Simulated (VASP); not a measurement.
Write the native input for VASP 6.6.1 that does the following.

| Item | Value |
| --- | --- |
| Task | single point |
| Functional | PBE |
| Potentials or basis | VASP PAW PBE potentials, release 64 (C, N, H) |
| Cutoff | 520 eV |
| k mesh | 2 × 2 × 1 |
| Occupations | gaussian, width 0.05 eV |
| Spin | no spin polarisation |
| Dipole correction | no |
| Further INCAR settings | LREAL = Auto; ALGO = Normal; EDIFF = 1e-06; NBANDS = 55 |

The structure of HC18N lies in POSCAR:

```
HC18N
1.0
    7.3980000000      0.0000000000      0.0000000000
   -3.6990000000      6.4068560000      0.0000000000
    0.0000000000      0.0000000000     12.0000000000
C N H
18 1 1
Direct
   -0.0172422095     -0.0150015858      0.1117989167
    0.2195484631      0.1034118763      0.1118638333
   -0.0121176148      0.3201802881      0.0831637500
    0.2144481575      0.4334626843      0.0831690000
   -0.0122863431      0.6555013879      0.0834883333
    0.2146195831      0.7689653084      0.0835114167
    0.3260059449     -0.0141584265      0.0864660000
    0.5461977539      0.0991086736      0.0781065833
    0.3253406186      0.3269997016      0.0864816667
    0.5461193127      0.4343529806      0.0781334167
    0.3252089167      0.6565727402      0.0788406667
    0.5450098408      0.7663554480      0.0784435000
    0.6562013972     -0.0106050456      0.0781103333
    0.8769957473      0.1028246928      0.0864180833
    0.6573262632      0.3225135698      0.0784892500
    0.8771268060      0.4325307140      0.0788563333
    0.6561202976      0.6540754155      0.0780275000
    0.8763173364      0.7609896336      0.0863687500
    0.1010733161      0.0370882380      0.2189082500
    0.1009620732      0.1650485043      0.2521870833
```

The input as run:

INCAR

```
SYSTEM = HC18N
PREC = Accurate
ENCUT = 520
EDIFF = 1E-6
ISMEAR = 0
SIGMA = 0.05
LREAL = Auto
LASPH = .True.
NELM = 80
ALGO = Normal
ISIF = 2
LWAVE = .False.
LCHARG = .True.
GGA = PE
LELF = .True.
LVHAR = .True.
NBANDS = 55
```

KPOINTS

```
Automatic mesh
0
Gamma
  2 2 1
  0 0 0
```

Potentials or basis: VASP PAW PBE potentials, release 64 (C, N, H).

The run is started by

```sh
$ cat potpaw_PBE.64/C/POTCAR potpaw_PBE.64/N/POTCAR potpaw_PBE.64/H/POTCAR > POTCAR
$ mpirun -np 1 vasp_std > vasp.out
```

Results of the run:

```
Largest force          : 0.081 eV/Å
Band gap on the k mesh : 0.24 eV, direct
```

Caveat: the k points lie up to 0.49 Å⁻¹ apart.

Run time: 2.6 min on 1 thread of Intel(R) Xeon(R) 6975P-C (Granite Rapids), on a shared host, peak memory 0.59 GiB.
